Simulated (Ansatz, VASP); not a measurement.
## CsH: VASP beside Ansatz

```
CELL_PARAMETERS angstrom
0.00000 3.31552 3.31552
3.31552 0.00000 3.31552
3.31552 3.31552 0.00000
ATOMIC_POSITIONS crystal
Cs 0.00000 0.00000 0.00000
H 0.50000 0.50000 0.50000
```

Change from the starting cell: strain +0.040 along x and y, +0.040 along z, atoms carried along.

Alike in both runs: task single point; functional LDA; k mesh 8 × 8 × 8; occupations gaussian, width 0.05 eV; no spin polarisation.

|  | VASP | Ansatz |
| --- | --- | --- |
| version | VASP 6.6.1 | Ansatz 0.2.0 |
| potentials or method | VASP PAW LDA potentials, release 64 (Cs_sv, H), cutoff 520 eV | scalar-relativistic, plane waves, PAW |
| valence electrons in the cell | 10 | 10 |

|  | VASP | Ansatz | Ansatz less VASP |
| --- | --- | --- | --- |
| gap on the k mesh at the Fermi level (eV) | 2.07 | 2.08 | +0.012 |
| least direct gap on the mesh (eV) | 2.07 | 2.08 | +0.012 |
| pressure (GPa) | -1.9 | -1.9 | 0.00 |

LDA's correlation is that of Perdew and Zunger in VASP and of Perdew and Wang (1992) in Ansatz.

Neither program's run includes spin-orbit coupling.
